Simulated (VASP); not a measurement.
Set up this calculation in VASP 6.6.1, as the native input.

```yaml
Task: single point
Functional: PBE
Potentials_or_basis: VASP PAW PBE potentials, release 64 (Mg, Zr_sv, N)
Cutoff: 520 eV
k_mesh: 6 × 6 × 2
Occupations: gaussian, width 0.1 eV
Spin: collinear spin, ferromagnetic start
Starting_moments: "[0.0, 0.0, 0.0, 1.0, 0.0] μB"
Dipole_correction: no
Further_INCAR_settings: ALGO = Normal; EDIFF = 1e-07; NBANDS = 24
```

The structure of Mg3ZrN lies in POSCAR:

```
Mg3ZrN
1.0
    3.0894696616      0.0000000000      0.0000000000
    0.0000000000      3.0894696616      0.0000000000
    0.0000000000      0.0000000000     11.4142942638
Mg Zr N
3 1 1
Direct
    0.0000000000      0.0000000000      0.0000000000
    0.5000000000      0.5000000000      0.2153948004
    0.5000000000      0.5000000000      0.7846051996
    0.5000000000      0.5000000000      0.5000000000
    0.0000000000      0.0000000000      0.5000000000
```

The input as run:

INCAR

```
SYSTEM = Mg3ZrN
PREC = Accurate ; ENCUT = 520
EDIFF = 1E-7 ; ISMEAR = 0
SIGMA = 0.1 ; LREAL = .False.
LASPH = .True. ; NELM = 150
ALGO = Normal ; ISIF = 2
LWAVE = .False. ; LCHARG = .False.
ISPIN = 2 ; MAGMOM = 0 0 0 1 0
LORBIT = 11 ; LMAXMIX = 4
GGA = PE ; NBANDS = 24
```

KPOINTS

```
regular mesh
0
Gamma
  6 6 2
  0 0 0
```

Potentials or basis: VASP PAW PBE potentials, release 64 (Mg, Zr_sv, N).

Run with:

```console
$ cat potpaw_PBE.64/Mg/POTCAR potpaw_PBE.64/Zr_sv/POTCAR potpaw_PBE.64/N/POTCAR > POTCAR
$ mpirun -np 1 vasp_std > vasp.out
```

It gave:

- Pressure: 0.2 GPa
- Largest force: 0.027 eV/Å
- Net moment: 0.00 μB per cell
- Valence electrons inside the program's atomic spheres: Mg 0.34, 0.35; Zr 9.81; N 3.70

It took 2.2 min on 1 thread of Intel(R) Xeon(R) Platinum 8259CL CPU @ 2.50GHz (Skylake/Cascade Lake), on a shared host, peak memory 0.29 GiB.
